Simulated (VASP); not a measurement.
# AlFe (Pm-3m) in VASP: a series of runs, part 2 of 2

VASP 6.6.1. The steps go on from the part before.

## (3) Single point, PBE, collinear spin, ferromagnetic start

Contents of INCAR:

```
PREC = Accurate
ENCUT = 600
EDIFF = 1E-6
ISMEAR = -1
SIGMA = 0.1
LREAL = False
LASPH = True
NELM = 200
ALGO = Normal
ISIF = 2
LWAVE = False
LCHARG = False
ISPIN = 2
MAGMOM = 0 0.86
LORBIT = 11
NUPDOWN = 0.86
LMAXMIX = 4
GGA = PE
NBANDS = 16
GGA_COMPAT = False
```

Contents of KPOINTS:

```
Automatic mesh
0
Gamma
  11 11 11
```

Contents of POSCAR:

```
AlFe
1.0
    2.9100000000      0.0000000000      0.0000000000
    0.0000000000      2.9100000000      0.0000000000
    0.0000000000      0.0000000000      2.9100000000
Al Fe
1 1
Direct
    0.0000000000      0.0000000000      0.0000000000
    0.5000000000      0.5000000000      0.5000000000
```

Potentials or basis: VASP PAW PBE potentials, release 64 (Al, Fe).

Launch:

```
> cat potpaw_PBE.64/Al/POTCAR potpaw_PBE.64/Fe/POTCAR > POTCAR
> mpirun -np 1 vasp_std > vasp.out
```

OUTCAR:

```text
PREC = Accurate
   ENCUT = 600
   EDIFF = 1E-6
   ISMEAR = -1
   LREAL = False
   LASPH = True
   NELM = 200
   ISIF = 2
   ISPIN = 2
   LORBIT = 11
   NUPDOWN = 0.86
   GGA = PE

 ion  position               nearest neighbor table
   1  0.000  0.000  0.000-   2 2.52   2 2.52   2 2.52   2 2.52   2 2.52   2 2.52   2 2.52   2 2.52

   2  0.500  0.500  0.500-   1 2.52   1 2.52   1 2.52   1 2.52   1 2.52   1 2.52   1 2.52   1 2.52

  LATTYP: Found a simple cubic cell.
 ALAT       =     2.9100000000

  Lattice vectors:

 A1 = (   2.9100000000,   0.0000000000,   0.0000000000)
 A2 = (   0.0000000000,   2.9100000000,   0.0000000000)
 A3 = (   0.0000000000,   0.0000000000,   2.9100000000)

Analysis of symmetry for initial positions (statically):
=====================================================================
 Subroutine PRICEL returns:
 Original cell was already a primitive cell.

 Routine SETGRP: Setting up the symmetry group for a
 simple cubic supercell.

 Subroutine GETGRP returns: Found 48 space group operations
 (whereof 48 operations were pure point group operations)
 out of a pool of 48 trial point group operations.

The static configuration has the point symmetry O_h .

Analysis of symmetry for dynamics (positions and initial velocities):
=====================================================================
 Subroutine PRICEL returns:
 Original cell was already a primitive cell.

 Routine SETGRP: Setting up the symmetry group for a
 simple cubic supercell.

 Subroutine GETGRP returns: Found 48 space group operations
 (whereof 48 operations were pure point group operations)
 out of a pool of 48 trial point group operations.

The dynamic configuration has the point symmetry O_h .

Analysis of structural, dynamic, and magnetic symmetry:
=====================================================================
 Subroutine PRICEL returns:
 Original cell was already a primitive cell.

 Routine SETGRP: Setting up the symmetry group for a
[... 150 lines left out ...]
  free energy    TOTEN  =       -12.66108530 eV

  energy without entropy =      -12.58026289  energy(sigma->0) =      -12.62067409

 E-fermi :   7.7153     XC(G=0): -11.9713

 val. band max:        7.8449157817   @ k =   0.4545   0.4545   0.4545
 cond. band min:       7.7176088526   @ k =   0.3636   0.2727   0.0000
 fundamental gap:     -0.1273069291
 Fermi energy:         7.9090171199

 spin component 1

 k-point     1 :       0.0000    0.0000    0.0000
  band No.  band energies     occupation
      1      -2.5631      1.00000
      2       5.1827      1.00000
      3       5.1827      1.00000
      4       7.1711      0.99938
      5       7.1711      0.99938
      6       7.1711      0.99938
[... 435 lines left out ...]
      5       6.5723      1.00000
      6       7.0814      0.99975
[... 8 lines left out ...]
     15      27.4497      0.00000
     16      27.5085      0.00000

 [... further k-points ...]

 spin component 2

 k-point     1 :       0.0000    0.0000    0.0000
  band No.  band energies     occupation
      1      -2.5552      1.00000
      2       5.6929      1.00000
      3       5.6929      1.00000
      4       8.1505      0.01271
      5       8.1505      0.01271
      6       8.1505      0.01271
[... 435 lines left out ...]
      5       7.4233      0.94880
      6       8.0422      0.03665
[... 8 lines left out ...]
     15      27.5268      0.00000
     16      27.5807      0.00000

 [... further k-points ...]

------------------------ aborting loop because EDIFF is reached ----------------------------------------

  FORCE on cell =-STRESS in cart. coord.  units (eV):
  Direction    XX          YY          ZZ          XY          YZ          ZX
  --------------------------------------------------------------------------------------
  -------------------------------------------------------------------------------------
  Total       -0.7593085     -0.7593085     -0.7593085      0.0000000      0.0000000      0.0000000
  in kB      -49.3684960    -49.3684960    -49.3684960      0.0000000      0.0000000      0.0000000
  external PRESSURE =     -49.3684960 kB  Pullay stress =       0.0000000 kB

 VOLUME and BASIS-vectors are now :
 -----------------------------------------------------------------------------
  energy-cutoff  :      600.00
  volume of cell :       24.64
      direct lattice vectors                 reciprocal lattice vectors
     2.910000000  0.000000000  0.000000000     0.343642612  0.000000000  0.000000000
     0.000000000  2.910000000  0.000000000     0.000000000  0.343642612  0.000000000
     0.000000000  0.000000000  2.910000000     0.000000000  0.000000000  0.343642612

 POSITION                                       TOTAL-FORCE (eV/Angst)
 -----------------------------------------------------------------------------------
      0.00000      0.00000      0.00000         0.000000      0.000000      0.000000
      1.45500      1.45500      1.45500         0.000000      0.000000      0.000000
 -----------------------------------------------------------------------------------
    total drift:                                0.000000     -0.000000     -0.000000

  FREE ENERGIE OF THE ION-ELECTRON SYSTEM (eV)
  ---------------------------------------------------
  free  energy   TOTEN  =       -12.6610852955 eV

  energy  without entropy=      -12.5802628874  energy(sigma->0) =      -12.62067409

 total charge

# of ion       s       p       d       tot
------------------------------------------
    1        0.395   0.421   0.000   0.816
    2        0.417   0.478   6.447   7.341
--------------------------------------------------
tot          0.812   0.899   6.447   8.157

 magnetization (x)

# of ion       s       p       d       tot
------------------------------------------
    1       -0.010  -0.019   0.000  -0.029
    2        0.000   0.010   0.898   0.908
--------------------------------------------------
tot         -0.009  -0.009   0.898   0.880
```

stdout:

```text
POSCAR found type information on POSCAR AlFe
 POSCAR found :  2 types and       2 ions
 scaLAPACK will be used
 LDA part: xc-table for (Slater+PW92), standard interpolation
 POSCAR, INCAR and KPOINTS ok, starting setup
 FFT: planning ... GRIDC
 FFT: planning ... GRID_SOFT
 FFT: planning ... GRID
 WAVECAR not read
 entering main loop
```

Wall time 22 s (1 thread of Intel Xeon Platinum 8488C (Sapphire Rapids), shared host); peak memory 0.17 GiB.

Results:

- Free energy: -12.6611 eV
- Pressure: -4.9 GPa
- Net moment: 0.86 μB per cell
- Site moments: Al -0.03; Fe +0.91 μB
- Valence electrons inside the program's atomic spheres: Al 0.82; Fe 7.34

Caveat: the total moment is fixed, so each spin has its own Fermi level.
